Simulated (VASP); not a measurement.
A run of VASP 6.6.1 is set up as follows.

INCAR

```
PREC = Accurate
ENCUT = 520
EDIFF = 1E-6
ISMEAR = -1
SIGMA = 0.05
LREAL = False
LASPH = True
NELM = 80
ALGO = Normal
ISIF = 2
LWAVE = False
LCHARG = False
GGA = PE
NBANDS = 17
```

The input KPOINTS:

```
Automatic mesh
0
Gamma
  8 8 8
```

The input POSCAR:

```
GaF
1.0
    3.2075816197      0.0000000000      0.0000000000
    0.0000000000      3.2075816197      0.0000000000
    0.0000000000      0.0000000000      3.2075816197
Ga F
1 1
Direct
    0.0000000000      0.0000000000      0.0000000000
    0.5000000000      0.5000000000      0.5000000000
```

Potentials or basis: VASP PAW PBE potentials, release 64 (Ga_d, F).

Run with:

```bash
$ cat potpaw_PBE.64/Ga_d/POTCAR potpaw_PBE.64/F/POTCAR > POTCAR
$ mpirun -np 1 vasp_std > vasp.out
```

(1) Estimate the band gap on the k mesh.

(2) Estimate the pressure.

Answers

(1) 0.62 eV, indirect (least direct gap 1.23 eV).

(2) -1.7 GPa.
